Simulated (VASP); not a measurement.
Input of a VASP 6.6.1 run:

INCAR

```
SYSTEM = TlCr2
  PREC = Accurate
  ENCUT = 520
  EDIFF = 1E-6
  ISMEAR = 0
  SIGMA = 0.1
  LREAL = .FALSE.
  LASPH = .TRUE.
  NELM = 60
  ALGO = Normal
  ISIF = 2
  LWAVE = .FALSE.
  LCHARG = .FALSE.
  GGA = PE
  NBANDS = 46
```

File KPOINTS:

```
regular mesh
0
G
  6 6 6
  0 0 0
```

File POSCAR:

```
TlCr2
1.0
    0.0000000000      3.5905738387      3.5905738387
    3.5905738387      0.0000000000      3.5905738387
    3.5905738387      3.5905738387      0.0000000000
Cr Tl
4 2
Direct
    0.1250000000      0.1250000000      0.1250000000
    0.6250000000      0.1250000000      0.1250000000
    0.1250000000      0.1250000000      0.6250000000
    0.1250000000      0.6250000000      0.1250000000
    0.5000000000      0.5000000000      0.5000000000
    0.7500000000      0.7500000000      0.7500000000
```

Potentials or basis: VASP PAW PBE potentials, release 64 (Cr_pv, Tl_d).

Launch:

```sh
$ cat potpaw_PBE.64/Cr_pv/POTCAR potpaw_PBE.64/Tl_d/POTCAR > POTCAR
$ mpirun -np 1 vasp_std > vasp.out
```

Problem. Estimate the pressure.

Solution. -0.3 GPa.

Problem. Estimate the band gap on the k mesh.

Solution. Zero (bands 37 and 38 overlap by 1.07 eV).

Caveat: spin-orbit coupling is left out, which moves the levels of the heavy elements; the run has no spin polarisation, though such a crystal can be magnetic. Spin polarisation is off, so any magnetic state and its effect on volume and gap are missing.
